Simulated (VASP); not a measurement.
Runs of VASP 6.6.1 on Ti3Al. The structure is that of space group Fm-3m (No. 225), or close to it. The cells are those of the table. 

```tsv
level	potentials or basis	cell	cutoff (eV)	gap on the mesh (eV)	pressure (GPa)
PBE	VASP PAW PBE potentials, release 64 (Ti_sv, Al)	a = 4.509 Å, angles 60.0°, 4 atoms	500	none	3.6
PBE	VASP PAW PBE potentials, release 64 (Ti_sv, Al)	a = 4.570 Å, angles 60.0°, 4 atoms	500	none	-1.2
PBE	VASP PAW PBE potentials, release 64 (Ti_sv, Al)	a = 4.601 Å, angles 60.0°, 4 atoms	500	none	-3.2
PBE	VASP PAW PBE potentials, release 64 (Ti_sv, Al)	a = 4.540 Å, angles 60.0°, 4 atoms	500	none	(a)
PBE	VASP PAW PBE potentials, release 64 (Ti_sv, Al)	a = 4.631 Å, angles 60.0°, 4 atoms	500	none	-5.1
PBE	VASP PAW PBE potentials, release 64 (Ti_sv, Al)	a = 4.660 Å, angles 60.0°, 4 atoms	500	none	-6.8
LDA	VASP PAW LDA potentials, release 64 (Ti_sv, Al)	a = 4.570 Å, angles 60.0°, 4 atoms	520	none	(b)
PBE	VASP PAW PBE potentials, release 64 (Ti_sv, Al)	a = 4.477 Å, angles 60.0°, 4 atoms	500	none	6.3
```

Alike in all rows: task single point; no spin polarisation; k mesh 7 × 7 × 7; smearing fermi-dirac 0.05 eV.

Task: Fill in the values left out.

Result: (a) 1.1; (b) -8.5.

A gap of «none» marks levels without a gap at the run's occupations.
